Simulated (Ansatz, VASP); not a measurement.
**Two plane-wave programs on P**

```
P
1.0
     3.02800    0.00000    0.00000
    -1.51400    2.62232    0.00000
     0.00000    0.00000   28.00000
P
2
Direct
  0.33333 0.66667 0.52341
  0.66667 0.33333 0.47659
```

Alike in both runs: task single point; functional r2SCAN; k mesh 9 × 9 × 1; occupations gaussian, width 0.02 eV; no spin polarisation.

|  | VASP | Ansatz |
| --- | --- | --- |
| version | VASP 6.6.1 | Ansatz 0.2.0 |
| potentials or method | VASP PAW PBE potentials, release 64 (P), cutoff 520 eV | scalar-relativistic, plane waves, PAW |
| valence electrons in the cell | 10 | 10 |

|  | VASP | Ansatz | Ansatz less VASP |
| --- | --- | --- | --- |
| gap on the k mesh at the Fermi level (eV) | 0.49 | 0.48 | -0.007 |
| least direct gap on the mesh (eV) | 3.01 | 2.99 | -0.029 |
| rms of the force components (eV/Å) | 0.518 | 0.402 | -0.1161 |

VASP's potentials were made for PBE, not for r2SCAN. Atom by atom the forces differ by 0.116 eV/Å (rms over components).
